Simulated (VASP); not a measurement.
# AlRu (Pm-3m) in VASP: single point with PBE

Aim: the single point of AlRu with PBE.

All numbers are computed with VASP 6.6.1; they aren't measurements. Logs are shortened: lines on timing, memory, paths and dates and some standing lists are left out, and cuts for length are marked.

### Step 1. The cell of the first run

It takes space group Pm-3m (No. 221, cubic). Conventional cell: a = 2.992 Å, b = 2.992 Å, c = 2.992 Å, α = 90.00°, β = 90.00°, γ = 90.00°. Al (site symmetry m-3m) has 8 Ru at 2.59 Å and 6 Al at 2.99 Å within 3.4 Å. Within 3.4 Å of Ru (site symmetry m-3m) lie 8 Al at 2.59 Å and 6 Ru at 2.99 Å.

### Step 2. Single point, PBE

INCAR

```
SYSTEM = AlRu
PREC = Accurate
ENCUT = 520
EDIFF = 1E-6
ISMEAR = -1
SIGMA = 0.05
LREAL = .FALSE.
LASPH = .TRUE.
NELM = 80
ALGO = Normal
ISIF = 2
LWAVE = .FALSE.
LCHARG = .TRUE.
GGA = PE
LELF = .TRUE.
LVHAR = .TRUE.
NBANDS = 16
```

KPOINTS

```
regular mesh
0
G
  8 8 8
  0 0 0
```

POSCAR

```
AlRu
1.0
    2.9916000000      0.0000000000      0.0000000000
    0.0000000000      2.9916000000      0.0000000000
    0.0000000000      0.0000000000      2.9916000000
Al Ru
1 1
Direct
    0.0000000000      0.0000000000      0.0000000000
    0.5000000000      0.5000000000      0.5000000000
```

Potentials or basis: VASP PAW PBE potentials, release 64 (Al, Ru_pv).

The run is started by

```
$ cat potpaw_PBE.64/Al/POTCAR potpaw_PBE.64/Ru_pv/POTCAR > POTCAR
$ mpirun -np 1 vasp_std > vasp.out
```

OUTCAR:

```text
SYSTEM = AlRu
   PREC = Accurate
   ENCUT = 520
   EDIFF = 1E-6
   ISMEAR = -1
   LREAL = .FALSE.
   LASPH = .TRUE.
   NELM = 80
   ISIF = 2
   GGA = PE

 ion  position               nearest neighbor table
   1  0.000  0.000  0.000-   2 2.59   2 2.59   2 2.59   2 2.59   2 2.59   2 2.59   2 2.59   2 2.59

   2  0.500  0.500  0.500-   1 2.59   1 2.59   1 2.59   1 2.59   1 2.59   1 2.59   1 2.59   1 2.59

  LATTYP: Found a simple cubic cell.
 ALAT       =     2.9916000000

  Lattice vectors:

 A1 = (   2.9916000000,   0.0000000000,   0.0000000000)
 A2 = (   0.0000000000,   2.9916000000,   0.0000000000)
 A3 = (   0.0000000000,   0.0000000000,   2.9916000000)

Analysis of symmetry for initial positions (statically):
=====================================================================
 Subroutine PRICEL returns:
 Original cell was already a primitive cell.

 Routine SETGRP: Setting up the symmetry group for a
 simple cubic supercell.

 Subroutine GETGRP returns: Found 48 space group operations
 (whereof 48 operations were pure point group operations)
 out of a pool of 48 trial point group operations.

The static configuration has the point symmetry O_h .

Analysis of symmetry for dynamics (positions and initial velocities):
=====================================================================
 Subroutine PRICEL returns:
 Original cell was already a primitive cell.

 Routine SETGRP: Setting up the symmetry group for a
 simple cubic supercell.

 Subroutine GETGRP returns: Found 48 space group operations
 (whereof 48 operations were pure point group operations)
 out of a pool of 48 trial point group operations.

The dynamic configuration has the point symmetry O_h .

 Subroutine INISYM returns: Found 48 space group operations
 (whereof 48 operations are pure point group operations),
 and found     1 'primitive' translations

----------------------------------------------------------------------------------------

                                     Primitive cell

  volume of cell :      26.7738

  direct lattice vectors                    reciprocal lattice vectors
     2.991600000  0.000000000  0.000000000     0.334269287  0.000000000  0.000000000
     0.000000000  2.991600000  0.000000000     0.000000000  0.334269287  0.000000000
     0.000000000  0.000000000  2.991600000     0.000000000  0.000000000  0.334269287

  length of vectors
     2.991600000  2.991600000  2.991600000     0.334269287  0.334269287  0.334269287

  position of ions in fractional coordinates (direct lattice)
     0.000000000  0.000000000  0.000000000
     0.500000000  0.500000000  0.500000000

[... 77 lines left out ...]
   LREAL  =      F    real-space projection
   EDIFFG = 0.1E-04   stopping-criterion for IOM
   NSW    =      0    number of steps for IOM
   IBRION =     -1    ionic relax: 0-MD 1-quasi-New 2-CG
   NFREE  =      0    steps in history (QN), initial steepest desc. (CG)
   ISIF   =      2    stress and relaxation
   ISYM   =      2    0-nonsym 1-usesym 2-fastsym
   POTIM  = 0.5000    time-step for ionic-motion
   TEBEG  =    0.0;   TEEND  =   0.0 temperature during run
   PSTRESS=    0.0 pullay stress
   NELECT =      17.0000    total number of electrons
   NUPDOWN=      -1.0000    fix difference up-down
   EMIN   =  10.00;   EMAX   =-10.00  energy-range for DOS
   EFERMI =   0.00;   METHOD = LEGACY
   ISMEAR =    -1;   SIGMA  =   0.05  broadening in eV -4-tet -1-fermi 0-gaus
   EFERMI_NEDOS =   21; number of points for ismear=-14 and -15
   IALGO  =     38    algorithm
   IMIX   =      4    mixing-type and parameters
     AMIX     =   0.40;   BMIX     =  1.00
     AMIX_MAG =   1.60;   BMIX_MAG =  1.00
  volume/ion in A,a.u.               =      13.39        90.34
  Fermi-wavevector in a.u.,A,eV,Ry     =   1.407087  2.659009 26.938090  1.979894
  Thomas-Fermi vector in A             =   2.529382
   LORBIT       =      0    0 simple, 1 ext, 2 COOP (PROOUT), +10 PAW based schemes
   GGA     = PE    functional components
   LHFCALC =     F    Hartree Fock is set to
   AEXX    =    0.0000 exact exchange contribution
   IVDW    =     0    specifies the selected vdW correction
   LEPSILON=     F    determine dielectric tensor
   LRPA    =     F    only Hartree local field effects (RPA)
 non-spin polarized calculation
  energy-cutoff  :      520.00
  volume of cell :       26.77
 maximum number of plane-waves:       739
 NGX is ok and might be reduce to    24
   NGX = 11   NGY = 11   NGZ = 11

 number of electron      16.9999995 magnetization

 Free energy of the ion-electron system (eV)
  ---------------------------------------------------
  ext. energy  EPLUGINS =         0.00000000
  ---------------------------------------------------
  free energy    TOTEN  =       -14.22805233 eV

  energy without entropy =      -14.20883555  energy(sigma->0) =      -14.21844394

 E-fermi :  10.7801     XC(G=0): -12.5640

 val. band max:       10.7382968912   @ k =   0.2500   0.1250   0.0000
 cond. band min:      10.8250939062   @ k =   0.5000   0.3750   0.2500
 fundamental gap:      0.0867970150
 Fermi energy:        10.7801137178

 k-point     1 :       0.0000    0.0000    0.0000
  band No.  band energies     occupation
      1     -31.0217      2.00000
      2     -31.0217      2.00000
      3     -31.0217      2.00000
      4       1.0415      2.00000
      5       7.1619      2.00000
      6       7.1619      2.00000
[... 433 lines left out ...]
      3     -31.0174      2.00000
      4       4.9251      2.00000
      5       7.3020      2.00000
      6       8.0624      2.00000
[... 8 lines left out ...]
     15      23.7032      0.00000
     16      24.0314      0.00000

 [... further k-points ...]

------------------------ aborting loop because EDIFF is reached ----------------------------------------

  FORCE on cell =-STRESS in cart. coord.  units (eV):
  Direction    XX          YY          ZZ          XY          YZ          ZX
  --------------------------------------------------------------------------------------
  -------------------------------------------------------------------------------------
  Total        0.4872475      0.4872475      0.4872475      0.0000000      0.0000000     -0.0000000
  in kB       29.1574538     29.1574538     29.1574538      0.0000000      0.0000000     -0.0000000
  external PRESSURE =      29.1574538 kB  Pullay stress =       0.0000000 kB

 VOLUME and BASIS-vectors are now :
 -----------------------------------------------------------------------------
  energy-cutoff  :      520.00
  volume of cell :       26.77
      direct lattice vectors                 reciprocal lattice vectors
     2.991600000  0.000000000  0.000000000     0.334269287  0.000000000  0.000000000
     0.000000000  2.991600000  0.000000000     0.000000000  0.334269287  0.000000000
     0.000000000  0.000000000  2.991600000     0.000000000  0.000000000  0.334269287

 POSITION                                       TOTAL-FORCE (eV/Angst)
 -----------------------------------------------------------------------------------
      0.00000      0.00000      0.00000         0.000000      0.000000      0.000000
      1.49580      1.49580      1.49580         0.000000      0.000000      0.000000
 -----------------------------------------------------------------------------------
    total drift:                                0.000000     -0.000000     -0.000000

  FREE ENERGIE OF THE ION-ELECTRON SYSTEM (eV)
  ---------------------------------------------------
  free  energy   TOTEN  =       -14.2280523298 eV

  energy  without entropy=      -14.2088355498  energy(sigma->0) =      -14.21844394
```

OSZICAR:

```text
N       E                     dE             d eps       ncg     rms          rms(c)
DAV:   1     0.116075850402E+03    0.11608E+03   -0.92089E+03  1152   0.988E+02
DAV:   2    -0.129753432893E+02   -0.12905E+03   -0.12322E+03  1360   0.293E+02
DAV:   3    -0.148891769231E+02   -0.19138E+01   -0.19088E+01  1368   0.368E+01
DAV:   4    -0.149039755440E+02   -0.14799E-01   -0.14758E-01  1456   0.339E+00
DAV:   5    -0.149041884742E+02   -0.21293E-03   -0.21292E-03  1272   0.387E-01    0.122E+01
DAV:   6    -0.143277570545E+02    0.57643E+00   -0.23613E+00  1240   0.165E+01    0.248E+00
DAV:   7    -0.142433656102E+02    0.84391E-01   -0.20913E-01  1160   0.509E+00    0.215E+00
DAV:   8    -0.142282165978E+02    0.15149E-01   -0.16587E-02  1352   0.104E+00    0.205E-01
DAV:   9    -0.142280599476E+02    0.15665E-03   -0.26641E-04  1392   0.132E-01    0.130E-01
DAV:  10    -0.142280538704E+02    0.60771E-05   -0.23772E-05  1272   0.532E-02    0.493E-03
DAV:  11    -0.142280528262E+02    0.10443E-05   -0.53740E-07  1080   0.689E-03    0.426E-03
DAV:  12    -0.142280523298E+02    0.49638E-06   -0.68221E-08   688   0.288E-03
   1 F= -.14228052E+02 E0= -.14218444E+02  d E =-.192168E-01
```

stdout:

```text
POSCAR found type information on POSCAR AlRu
 POSCAR found :  2 types and       2 ions
 scaLAPACK will be used
 LDA part: xc-table for (Slater+PW92), standard interpolation
 POSCAR, INCAR and KPOINTS ok, starting setup
 FFT: planning ... GRIDC
 FFT: planning ... GRID_SOFT
 FFT: planning ... GRID
 WAVECAR not read
 entering main loop
```

Run time: 15 s. Hardware: 1 thread of Intel Xeon 8259CL, shared host; peak memory 0.14 GiB.

What came out:

```yaml
Free_energy: -14.2281 eV
Pressure: 2.9 GPa
```

Levels at points of the mesh, in eV from the Fermi level:
```csv
k point,band 6,band 7,band 8,band 9,band 10,band 11,band 12,band 13
"(0.00, 0.00, 0.00)",-3.62,0.14,0.14,0.14,6.02,6.02,6.02,10.92
"(0.50, 0.00, 0.00)",-2.81,-1.65,-1.65,0.39,2.25,7.38,10.97,10.97
"(0.50, 0.50, 0.00)",-1.43,-1.43,-1.21,-1.21,1.49,5.26,6.19,10.53
"(0.50, 0.50, 0.50)",-4.69,1.58,1.58,2.51,4.07,4.07,4.07,8.48
```
